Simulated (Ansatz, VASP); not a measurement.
## GaP: VASP and Ansatz over several settings

```
Ga P
1.0
     0.00000    2.77870    2.77870
     2.77870    0.00000    2.77870
     2.77870    2.77870    0.00000
Ga P
1 1
Direct
  0.00000 0.00000 0.00000
  0.75000 0.75000 0.75000
```

Single points on this cell with VASP 6.6.1 and Ansatz 0.2.0. Each row is one pair of runs. Alike in all rows: spin: off; smearing: fermi-dirac, width 0.05 eV; VASP's potentials, cutoff: VASP PAW PBE potentials, release 64 (Ga_d, P), 520 eV.

| level | k mesh | Ansatz's potentials, cutoff | gap on the k mesh at the Fermi level (eV), VASP | gap on the k mesh at the Fermi level (eV), Ansatz | least direct gap on the mesh (eV), VASP | least direct gap on the mesh (eV), Ansatz | pressure (GPa), VASP | pressure (GPa), Ansatz |
| --- | --- | --- | --- | --- | --- | --- | --- | --- |
| r2SCAN+D4 | 8 × 8 × 8 | Ansatz PAW, 500 eV | 1.84 | 1.85 | 1.84 | 1.86 | -5.5 | -5.4 |
| B3LYP | 4 × 4 × 4 | Ansatz PAW, 420 eV | 2.58 | 2.52 | 2.58 | 2.52 | -0.9 | -0.8 |
| PBEsol-based screened hybrid | 4 × 4 × 4 | Ansatz PAW, 420 eV | 2.22 | 2.22 | 2.22 | 2.22 | -5.7 | -5.6 |

Gap on the k mesh at the fermi level (eV): the two programs differ by at most 0.059; least direct gap on the mesh (eV): the two programs differ by at most 0.059; pressure (GPa): the two programs differ by at most 0.1.

The k mesh is coarse in some rows, so the values compare programs but aren't converged.
